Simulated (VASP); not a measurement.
# Ti4HBr (P-43m) in VASP: a series of runs, part 2 of 2

VASP 6.6.1.

### 3 Single point, PBE, collinear spin

This run uses another cell than the first one, of 13.99 Å³/atom.

Input file INCAR:

```
ALGO = Normal
EDIFF = 1E-7
ENCUT = 520
GGA = PE
ISIF = 2
ISMEAR = 0
ISPIN = 2
LASPH = True
LCHARG = False
LMAXMIX = 4
LORBIT = 11
LREAL = False
LWAVE = False
MAGMOM = 1 1 1 1 0 0
NBANDS = 41
NELM = 150
PREC = Accurate
SIGMA = 0.1
```

Input file KPOINTS:

```
k-points
0
Gamma
  4 4 4
```

Input file POSCAR:

```
Ti4HBr
1.0
    4.3780003700      0.0000000000      0.0000000000
    0.0000000000      4.3780003700      0.0000000000
    0.0000000000      0.0000000000      4.3780003700
Ti H Br
4 1 1
Direct
    0.1480000000      0.1480000000      0.1480000000
    0.1480000000      0.8520000000      0.8520000000
    0.8520000000      0.8520000000      0.1480000000
    0.8520000000      0.1480000000      0.8520000000
    0.0000000000      0.0000000000      0.0000000000
    0.5000000000      0.5000000000      0.5000000000
```

Potentials or basis: VASP PAW PBE potentials, release 64 (Ti_sv, H, Br).

On the command line:

```sh
> cat potpaw_PBE.64/Ti_sv/POTCAR potpaw_PBE.64/H/POTCAR potpaw_PBE.64/Br/POTCAR > POTCAR
> mpirun -np 1 vasp_std > vasp.out
```

OUTCAR:

```text
EDIFF = 1E-7
   ENCUT = 520
   GGA = PE
   ISIF = 2
   ISMEAR = 0
   ISPIN = 2
   LASPH = True
   LORBIT = 11
   LREAL = False
   NELM = 150
   PREC = Accurate

 ion  position               nearest neighbor table
   1  0.148  0.148  0.148-   5 1.12   3 1.83   4 1.83   2 1.83   6 2.67
   2  0.148  0.852  0.852-   5 1.12   3 1.83   4 1.83   1 1.83   6 2.67
   3  0.852  0.852  0.148-   5 1.12   2 1.83   4 1.83   1 1.83   6 2.67
   4  0.852  0.148  0.852-   5 1.12   2 1.83   3 1.83   1 1.83   6 2.67
   5  0.000  0.000  0.000-   1 1.12   2 1.12   3 1.12   4 1.12
   6  0.500  0.500  0.500-   1 2.67   2 2.67   3 2.67   4 2.67

  LATTYP: Found a simple cubic cell.
 ALAT       =     4.3780003700

  Lattice vectors:

 A1 = (   4.3780003700,   0.0000000000,   0.0000000000)
 A2 = (   0.0000000000,   4.3780003700,   0.0000000000)
 A3 = (   0.0000000000,   0.0000000000,   4.3780003700)

Analysis of symmetry for initial positions (statically):
=====================================================================
 Subroutine PRICEL returns:
 Original cell was already a primitive cell.

 Routine SETGRP: Setting up the symmetry group for a
 simple cubic supercell.

 Subroutine GETGRP returns: Found 24 space group operations
 (whereof 24 operations were pure point group operations)
 out of a pool of 48 trial point group operations.

The static configuration has the point symmetry T_d .

Analysis of symmetry for dynamics (positions and initial velocities):
=====================================================================
 Subroutine PRICEL returns:
 Original cell was already a primitive cell.

 Routine SETGRP: Setting up the symmetry group for a
 simple cubic supercell.

 Subroutine GETGRP returns: Found 24 space group operations
 (whereof 24 operations were pure point group operations)
 out of a pool of 48 trial point group operations.

The dynamic configuration has the point symmetry T_d .

Analysis of structural, dynamic, and magnetic symmetry:
[... 162 lines left out ...]
 k-point     1 :       0.0000    0.0000    0.0000
  band No.  band energies     occupation
      1     -52.4692      1.00000
      2     -47.4603      1.00000
      3     -47.4603      1.00000
      4     -47.4603      1.00000
      5     -31.2683      1.00000
      6     -26.8928      1.00000
[... 419 lines left out ...]
     39      12.6075      0.00000
     40      13.3596      0.00000
 Fermi energy:         8.5582596797

 spin component 2

 k-point     1 :       0.0000    0.0000    0.0000
  band No.  band energies     occupation
      1     -51.6969      1.00000
      2     -46.6518      1.00000
      3     -46.6518      1.00000
      4     -46.6518      1.00000
      5     -30.5168      1.00000
      6     -26.0396      1.00000
[... 419 lines left out ...]
     39      13.1661      0.00000
     40      13.8425      0.00000
 [bands above 40 left out]

------------------------ aborting loop because EDIFF is reached ----------------------------------------

  FORCE on cell =-STRESS in cart. coord.  units (eV):
  Direction    XX          YY          ZZ          XY          YZ          ZX
  --------------------------------------------------------------------------------------
  -------------------------------------------------------------------------------------
  Total       68.9176724     68.9176724     68.9176724     -0.0000000     -0.0000000      0.0000000
  in kB     1315.8724727   1315.8724727   1315.8724727     -0.0000000     -0.0000000      0.0000000
  external PRESSURE =    1315.8724727 kB  Pullay stress =       0.0000000 kB

 VOLUME and BASIS-vectors are now :
 -----------------------------------------------------------------------------
  energy-cutoff  :      520.00
  volume of cell :       83.91
      direct lattice vectors                 reciprocal lattice vectors
     4.378000370  0.000000000  0.000000000     0.228414782  0.000000000  0.000000000
     0.000000000  4.378000370  0.000000000     0.000000000  0.228414782  0.000000000
     0.000000000  0.000000000  4.378000370     0.000000000  0.000000000  0.228414782

 POSITION                                       TOTAL-FORCE (eV/Angst)
 -----------------------------------------------------------------------------------
      0.64794      0.64794      0.64794        25.014287     25.014287     25.014287
      0.64794      3.73006      3.73006        25.014287    -25.014287    -25.014287
      3.73006      3.73006      0.64794       -25.014287    -25.014287     25.014287
      3.73006      0.64794      3.73006       -25.014287     25.014287    -25.014287
      0.00000      0.00000      0.00000        -0.000000      0.000000      0.000000
      2.18900      2.18900      2.18900        -0.000000      0.000000      0.000000
 -----------------------------------------------------------------------------------
    total drift:                                0.000000      0.000000     -0.000000

  FREE ENERGIE OF THE ION-ELECTRON SYSTEM (eV)
  ---------------------------------------------------
  free  energy   TOTEN  =         0.1905113588 eV

  energy  without entropy=        0.2233132645  energy(sigma->0) =        0.20691231

 total charge

# of ion       s       p       d       tot
------------------------------------------
    1        2.267   6.251   3.550  12.068
    2        2.267   6.251   3.550  12.068
    3        2.267   6.251   3.550  12.068
    4        2.267   6.251   3.550  12.068
    5        1.047   0.679   0.000   1.726
    6        1.654   3.165   0.058   4.877
--------------------------------------------------
tot         11.768  28.848  14.257  54.874

 magnetization (x)

# of ion       s       p       d       tot
------------------------------------------
    1        0.065   0.053   0.902   1.019
    2        0.065   0.053   0.902   1.019
    3        0.065   0.053   0.902   1.019
    4        0.065   0.053   0.902   1.019
    5       -0.002   0.049   0.000   0.047
    6       -0.001   0.039   0.008   0.046
--------------------------------------------------
tot          0.255   0.299   3.615   4.168
```

Run time: 2 min. Hardware: 1 thread of Oxide Virtual Turin-like, shared host; peak memory 0.23 GiB.

What came out:

| Quantity | Value |
| --- | --- |
| Free energy | 0.1905 eV |
| Pressure | 131.6 GPa |
| Largest force | 43.326 eV/Å |
| Net moment | 4.17 μB per cell |
| Site moments | Ti +1.02; H +0.05; Br +0.05 μB |
| Valence electrons inside the program's atomic spheres | Ti 12.07; H 1.73; Br 4.88 |

Forces in eV/Å, atoms in the order of the input:
```
Ti   25.014  25.014  25.014
Ti   25.014 -25.014 -25.014
Ti  -25.014 -25.014  25.014
Ti  -25.014  25.014 -25.014
H     0.000   0.000   0.000
Br    0.000   0.000   0.000
```

Caveat: atoms lie so close that the PAW spheres overlap strongly, which falsifies energies and pressures; the cell stands under pressure; forces of over 1 eV/Å act on the atoms, so gaps and moduli don't describe the material at rest.

### 4 Single point, PBE, collinear spin

Input file INCAR:

```
SYSTEM = Ti4HBr
ALGO = Normal
EDIFF = 1E-7
ENCUT = 520
GGA = PE
ISIF = 2
ISMEAR = 0
ISPIN = 2
LASPH = .TRUE.
LCHARG = .FALSE.
LMAXMIX = 4
LORBIT = 11
LREAL = .FALSE.
LWAVE = .FALSE.
MAGMOM = 1 1 1 1 0 0
NBANDS = 41
NELM = 150
PREC = Accurate
SIGMA = 0.1
```

Input file KPOINTS:

```
k-points
0
G
  4 4 4
  0 0 0
```

Input file POSCAR:

```
Ti4HBr
1.0
    4.8164830682      0.0000000000      0.0000000000
    0.0000000000      4.8164830682      0.0000000000
    0.0000000000      0.0000000000      4.8164830682
Ti H Br
4 1 1
Direct
    0.2087703479      0.2087703479      0.2087703479
    0.2087703479      0.7912296521      0.7912296521
    0.7912296521      0.7912296521      0.2087703479
    0.7912296521      0.2087703479      0.7912296521
    0.0000000000      0.0000000000      0.0000000000
    0.5000000000      0.5000000000      0.5000000000
```

On the command line:

```sh
> cat potpaw_PBE.64/Ti_sv/POTCAR potpaw_PBE.64/H/POTCAR potpaw_PBE.64/Br/POTCAR > POTCAR
> mpirun -np 1 vasp_std > vasp.out
```

Wall time 4.5 min (1 thread of Oxide Virtual Turin-like, shared host); peak memory 0.24 GiB.

The run converged. Its results:

```
Free energy                                           : -34.1534 eV
Pressure                                              : 0.2 GPa
Largest force                                         : 0.013 eV/Å
Band gap on the k mesh                                : zero (filled and empty bands overlap)
Net moment                                            : 0.00 μB per cell
Valence electrons inside the program's atomic spheres : Ti 10.20; H 0.68; Br 5.04
```

Forces on the atoms (eV/Å):
```
Ti  -0.007 -0.007 -0.007
Ti  -0.007  0.007  0.007
Ti   0.007  0.007 -0.007
Ti   0.007 -0.007  0.007
H    0.000  0.000  0.000
Br   0.000  0.000  0.000
```

Levels at points of the mesh, in eV from the Fermi level:
Spin up:
```csv
k point,band 25,band 26,band 27,band 28,band 29,band 30,band 31,band 32
"(0.00, 0.00, 0.00)",-0.83,-0.83,-0.83,0.23,0.23,0.89,0.89,0.89
"(0.50, 0.00, 0.00)",-0.91,-0.38,-0.36,-0.27,-0.03,0.29,0.73,0.73
"(0.50, 0.50, 0.00)",-1.02,-0.25,-0.05,-0.05,0.23,0.23,0.67,0.92
"(0.50, 0.50, 0.50)",0.16,0.16,0.16,0.34,0.34,0.98,0.98,0.98
```
Spin down:
| k point | band 25 | band 26 | band 27 | band 28 | band 29 | band 30 | band 31 | band 32 |
| --- | --- | --- | --- | --- | --- | --- | --- | --- |
| (0.00, 0.00, 0.00) | -0.83 | -0.83 | -0.83 | 0.23 | 0.23 | 0.89 | 0.89 | 0.89 |
| (0.50, 0.00, 0.00) | -0.91 | -0.38 | -0.36 | -0.27 | -0.03 | 0.29 | 0.73 | 0.73 |
| (0.50, 0.50, 0.00) | -1.02 | -0.25 | -0.05 | -0.05 | 0.23 | 0.23 | 0.67 | 0.92 |
| (0.50, 0.50, 0.50) | 0.16 | 0.16 | 0.16 | 0.34 | 0.34 | 0.98 | 0.98 | 0.98 |

### 5 Relaxation of cell and atoms, PBE

Input file INCAR:

```
SYSTEM = Ti4HBr
PREC = Accurate
ENCUT = 600
EDIFF = 1E-6
ISMEAR = 0
SIGMA = 0.1
LREAL = .False.
LASPH = .True.
NELM = 100
ALGO = Normal
ISIF = 3
LWAVE = .False.
LCHARG = .False.
GGA = PE
IBRION = 2
NSW = 100
EDIFFG = -0.01
```

Input file KPOINTS:

```
Automatic mesh
0
Gamma
  8 8 8
  0 0 0
```

POSCAR is that of step 4.

On the command line:

```sh
> cat potpaw_PBE.64/Ti_sv/POTCAR potpaw_PBE.64/H/POTCAR potpaw_PBE.64/Br/POTCAR > POTCAR
> mpirun -np 1 vasp_std > vasp.out
```

Run time: 4.8 min. Hardware: 1 thread of Oxide Virtual Turin-like, shared host; peak memory 0.3 GiB.

Results (log left out):

```
Free energy                           : -34.1660 eV
Relaxed volume                        : 18.68 Å³/atom
Relaxed cell                          : a = 4.822 Å, b = 4.822 Å, c = 4.822 Å, α = 90.00°, β = 90.00°, γ = 90.00°
Space group after relaxing (to 0.1 Å) : P-43m (No. 215)
Energy gained by relaxing             : 0.1 meV/atom
Ionic steps                           : 2
Pressure after relaxing               : -0.1 GPa
Band gap on the k mesh                : zero (bands 28 and 29 overlap by 0.52 eV)
```

The path:
| step | energy change (eV) | largest force (eV/Å) | pressure (GPa) | volume (Å³) |
| --- | --- | --- | --- | --- |
| 1 | 0.0000 | 0.0502 | 0.19 | 111.74 |
| 2 | -0.0003 | 0.0020 | -0.08 | 112.09 |

Final structure:
```cif
data_structure
_symmetry_space_group_name_H-M 'P 1'
_symmetry_Int_Tables_number 1
_cell_length_a 4.8216
_cell_length_b 4.8216
_cell_length_c 4.8216
_cell_angle_alpha 90.000
_cell_angle_beta 90.000
_cell_angle_gamma 90.000
_cell_volume 112.09
loop_
_atom_site_label
_atom_site_type_symbol
_atom_site_fract_x
_atom_site_fract_y
_atom_site_fract_z
_atom_site_occupancy
Ti1 Ti 0.20906 0.20906 0.20906 1
Ti2 Ti 0.20906 0.79094 0.79094 1
Ti3 Ti 0.79094 0.79094 0.20906 1
Ti4 Ti 0.79094 0.20906 0.79094 1
H1 H 0.00000 0.00000 0.00000 1
Br1 Br 0.50000 0.50000 0.50000 1
```

Levels at points of the mesh, in eV from the Fermi level:
```
           k point  band 24  band 25  band 26  band 27  band 28  band 29  band 30  band 31  band 32  band 33
(0.00, 0.00, 0.00)    -0.83    -0.82    -0.82    -0.82     0.25     0.25     0.90     0.90     0.90     2.16
(0.50, 0.00, 0.00)    -0.89    -0.89    -0.36    -0.35    -0.25    -0.02     0.31     0.74     0.74     1.39
(0.50, 0.50, 0.00)    -1.03    -1.01    -0.23    -0.03    -0.03     0.24     0.24     0.68     0.93     1.02
(0.50, 0.50, 0.50)    -1.37     0.18     0.18     0.18     0.34     0.34     0.99     0.99     0.99     1.09
```

### 6 Relaxation of cell and atoms, PBE, collinear spin

This run uses another cell than the first one, of 13.99 Å³/atom.

Input file INCAR:

```
SYSTEM = Ti4HBr
ALGO     = Normal         ! electronic algorithm
EDIFF    = 1E-7           ! SCF threshold, eV
EDIFFG   = -0.04          ! ionic threshold
ENCUT    = 600            ! plane-wave cutoff, eV
GGA      = PE             ! functional
IBRION   = 2              ! ionic algorithm
ISIF     = 3              ! what is computed and relaxed
ISMEAR   = 0              ! smearing method
ISPIN    = 2              ! spin polarisation
LASPH    = .TRUE.         ! aspherical terms in the spheres
LCHARG   = .FALSE.        ! write CHGCAR
LMAXMIX  = 4              ! l up to which the mixer works
LORBIT   = 11             ! projections on sites
LREAL    = .FALSE.        ! projectors in reciprocal space
LWAVE    = .FALSE.        ! write WAVECAR
MAGMOM   = 1 1 1 1 0 0    ! initial moments
NELM     = 150            ! most SCF steps
NSW      = 90             ! ionic steps
PREC     = Accurate       ! precision mode
SIGMA    = 0.1            ! smearing width, eV
```

Input file KPOINTS:

```
k-points
0
G
  4 4 4
  0 0 0
```

Input file POSCAR:

```
Ti4HBr
1.0
    4.3780003700      0.0000000000      0.0000000000
    0.0000000000      4.3780003700      0.0000000000
    0.0000000000      0.0000000000      4.3780003700
Ti H Br
4 1 1
Direct
    0.1480000000      0.1480000000      0.1480000000
    0.1480000000      0.8520000000      0.8520000000
    0.8520000000      0.8520000000      0.1480000000
    0.8520000000      0.1480000000      0.8520000000
    0.0000000000      0.0000000000      0.0000000000
    0.5000000000      0.5000000000      0.5000000000
```

Potentials or basis: VASP PAW PBE potentials, release 64 (Ti_sv, H, Br).

On the command line:

```sh
> cat potpaw_PBE.64/Ti_sv/POTCAR potpaw_PBE.64/H/POTCAR potpaw_PBE.64/Br/POTCAR > POTCAR
> mpirun -np 1 vasp_std > vasp.out
```

Wall time 41 min (1 thread of Oxide Virtual Turin-like, shared host); peak memory 0.25 GiB.

The run converged. Its results:

- Free energy: -34.1422 eV
- Relaxed volume: 18.70 Å³/atom
- Relaxed cell: a = 4.824 Å, b = 4.824 Å, c = 4.824 Å, α = 90.00°, β = 90.00°, γ = 90.00°
- Space group after relaxing (to 0.1 Å): P-43m (No. 215)
- Pressure after relaxing: -0.2 GPa
- Largest force after relaxing: 0.035 eV/Å
- Band gap on the k mesh: zero (filled and empty bands overlap)
- Net moment: 0.00 μB per cell
- Valence electrons inside the program's atomic spheres: Ti 10.19; H 0.68; Br 5.04

Forces on the atoms (eV/Å):
```
Ti  -0.020 -0.020 -0.020
Ti  -0.020  0.020  0.020
Ti   0.020  0.020 -0.020
Ti   0.020 -0.020  0.020
H    0.000  0.000  0.000
Br   0.000  0.000  0.000
```

Final structure:
```xyz
6
Lattice="4.8235 0.0000 0.0000 0.0000 4.8235 0.0000 0.0000 0.0000 4.8235" Properties=species:S:1:pos:R:3 pbc="T T T"
Ti    1.0073    1.0073    1.0073
Ti    1.0073    3.8162    3.8162
Ti    3.8162    3.8162    1.0073
Ti    3.8162    1.0073    3.8162
H     0.0000    0.0000    0.0000
Br    2.4118    2.4118    2.4118
```

Levels at points of the mesh, in eV from the Fermi level:
Spin up:
| k point | band 26 | band 27 | band 28 | band 29 | band 30 | band 31 |
| --- | --- | --- | --- | --- | --- | --- |
| (0.00, 0.00, 0.00) | -0.83 | -0.83 | 0.23 | 0.23 | 0.89 | 0.89 |
| (0.50, 0.00, 0.00) | -0.38 | -0.36 | -0.27 | -0.03 | 0.29 | 0.72 |
| (0.50, 0.50, 0.00) | -0.24 | -0.05 | -0.05 | 0.23 | 0.23 | 0.66 |
| (0.50, 0.50, 0.50) | 0.16 | 0.16 | 0.34 | 0.34 | 0.98 | 0.98 |
Spin down:
| k point | band 26 | band 27 | band 28 | band 29 | band 30 | band 31 |
| --- | --- | --- | --- | --- | --- | --- |
| (0.00, 0.00, 0.00) | -0.83 | -0.83 | 0.23 | 0.23 | 0.89 | 0.89 |
| (0.50, 0.00, 0.00) | -0.38 | -0.36 | -0.27 | -0.03 | 0.29 | 0.72 |
| (0.50, 0.50, 0.00) | -0.25 | -0.05 | -0.05 | 0.23 | 0.23 | 0.66 |
| (0.50, 0.50, 0.50) | 0.16 | 0.16 | 0.34 | 0.34 | 0.98 | 0.98 |

Caveat: the volume moved by over 15 % at a fixed basis, so the end points are rough.

### 7 The runs side by side

```tsv
task	spin	cell	k mesh	cutoff (eV)	gap on the mesh (eV)	pressure (GPa)	moment (μB)	relaxed volume (Å³/atom)	largest force (eV/Å)
single point	off	a = 4.818 Å, 6 atoms, atomic positions A	8 × 8 × 8	520	none	0.0	-	-	0.01
single point	collinear	a = 4.378 Å, 6 atoms, atomic positions B	4 × 4 × 4	520	none	131.6	4.17	-	43.33
single point	collinear	a = 4.816 Å, 6 atoms, atomic positions C	4 × 4 × 4	520	none	0.2	0.00	-	0.01
relaxation of cell and atoms	off	relaxed from a = 4.816 Å, 6 atoms, atomic positions C	8 × 8 × 8	600	none	-0.1	-	18.68	-
relaxation of cell and atoms	collinear	relaxed from a = 4.378 Å, 6 atoms, atomic positions B	4 × 4 × 4	600	none	-0.2	0.00	18.70	0.04
```

Alike in all rows: level PBE; potentials or basis VASP PAW PBE potentials, release 64 (Ti_sv, H, Br); smearing gaussian 0.1 eV.

Caveats: atoms lie so close that the PAW spheres overlap strongly, which falsifies energies and pressures (at least some runs); the cell stands under pressure (at least some runs); forces of over 1 eV/Å act on the atoms, so gaps and moduli don't describe the material at rest (at least some runs); the volume moved by over 15 % at a fixed basis, so the end points are rough (at least some runs).

Absolute energies hang on the potentials; compare differences alone.
